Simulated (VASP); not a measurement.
Al2Cu: single point with PBEsol

The system is Al2Cu.

```
Al Cu
1.0
     4.08417    0.00000    0.00000
     0.00000    4.08417    0.00000
     0.00000    0.00000    2.84639
Al Cu
2 1
Direct
  0.50000 0.00000 0.50000
  0.00000 0.50000 0.50000
  0.00000 0.00000 0.00000
```

```json
{"Program": "VASP 6.6.1", "Task": "single point", "Functional": "PBEsol", "Potentials or basis": "VASP PAW PBE potentials, release 64 (Al, Cu)", "Cutoff": "520 eV", "k mesh": "10 × 10 × 14", "Occupations": "gaussian, width 0.1 eV", "Spin": "no spin polarisation", "Dipole correction": "no", "Further INCAR settings": "ALGO = Fast; EDIFF = 1e-06; NBANDS = 16"}
```

| Property | Result |
| --- | --- |
| Pressure | 0.1 GPa |

Levels at points of the mesh, in eV from the Fermi level:
| k point | band 7 | band 8 | band 9 | band 10 | band 11 | band 12 |
| --- | --- | --- | --- | --- | --- | --- |
| (0.00, 0.00, 0.00) | -2.46 | -2.46 | -0.08 | 0.83 | 6.18 | 6.18 |
| (0.50, 0.00, 0.00) | -4.11 | -1.14 | 1.55 | 1.70 | 1.92 | 7.72 |
| (0.50, 0.50, 0.00) | -4.14 | -4.14 | -2.47 | 8.58 | 8.58 | 9.62 |
| (0.00, 0.00, 0.50) | -3.01 | 2.52 | 2.64 | 2.64 | 2.73 | 2.73 |
| (0.50, 0.00, 0.50) | -3.12 | -2.46 | -1.64 | 3.75 | 3.99 | 4.49 |
| (0.50, 0.50, 0.50) | -2.31 | -2.31 | -0.84 | -0.83 | 0.05 | 0.05 |

Wall time 100 s on 1 thread of Intel Xeon 6975P-C, with other jobs on the host, peak memory 0.25 GiB.

Caveat: the PAW data sets were made with another functional, which shifts forces and pressure a little.
